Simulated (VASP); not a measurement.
Input of a VASP 6.6.1 run:

The input INCAR:

```
SYSTEM = In
  PREC = Accurate
  ENCUT = 600
  EDIFF = 1E-6
  ISMEAR = -1
  SIGMA = 0.1
  LREAL = .FALSE.
  LASPH = .TRUE.
  NELM = 100
  ALGO = Normal
  ISIF = 3
  LWAVE = .FALSE.
  LCHARG = .FALSE.
  GGA = CA
  IBRION = 2
  NSW = 32
  EDIFFG = -0.005
  PSTRESS = 3.3000000000000003
```

Contents of KPOINTS:

```
regular mesh
0
G
  13 13 13
  0 0 0
```

File POSCAR:

```
In
1.0
    2.9634912297      0.0000000000      0.0000000000
    0.0000000000      2.9634912297      0.0000000000
    0.0000000000      0.0000000000      2.9634912297
In
1
Direct
    0.0000000000      0.0000000000      0.0000000000
```

Potentials or basis: VASP PAW LDA potentials, release 64 (In_d).

The run is started by

```bash
$ cat potpaw_LDA.64/In_d/POTCAR > POTCAR
$ mpirun -np 1 vasp_std > vasp.out
```

Question: Estimate the relaxed volume.

Answer: 26.08 Å³/atom.

Question: Predict the space group after relaxing (to 0.1 Å).

Answer: Pm-3m (No. 221).

Question: What does it give for the band gap on the k mesh?

Answer: Zero (an odd number of electrons rules out a gap without spin polarisation).

Question: Predict the relaxed cell.

Answer: a = 2.966 Å, b = 2.966 Å, c = 2.966 Å, α = 90.00°, β = 90.00°, γ = 90.00°.

Final structure:
```
In
1.0
     2.96565    0.00000    0.00000
     0.00000    2.96565    0.00000
     0.00000    0.00000    2.96565
In
1
Direct
  0.00000 0.00000 0.00000
```

Caveat: the cell is relaxed towards a set pressure, so the run minimises the enthalpy, not the energy; spin-orbit coupling is left out, which moves the levels of the heavy elements.
